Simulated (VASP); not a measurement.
The system is CsPbBr3.

```
CELL_PARAMETERS angstrom
5.87000 0.00000 0.00000
0.00000 5.87000 0.00000
0.00000 0.00000 5.87000
ATOMIC_POSITIONS crystal
Pb 0.50000 0.50000 0.50000
Cs 0.00000 0.00000 0.00000
Br 0.50000 0.50000 0.00000
Br 0.50000 0.00000 0.50000
Br 0.00000 0.50000 0.50000
```

Base run:

```yaml
Program: VASP 6.6.1
Functional: PBE0
Potentials_or_basis: VASP PAW PBE potentials, release 64 (Pb_d, Cs_sv, Br)
Cutoff: 520 eV
k_mesh: 4 × 4 × 4
Occupations: gaussian, width 0.02 eV
Spin: no spin polarisation
```

Its results: band gap on the k mesh 2.76 eV; pressure 1.1 GPa.

Problem. The run is repeated on the same cell with these changes: functional from PBE0 to HSE06. What comes out?

Solution. Band gap on the k mesh 2.13 eV; pressure 1.1 GPa.

Caveats: the PAW data sets were made with another functional, which shifts forces and pressure a little; spin-orbit coupling is left out, which moves the levels of the heavy elements.
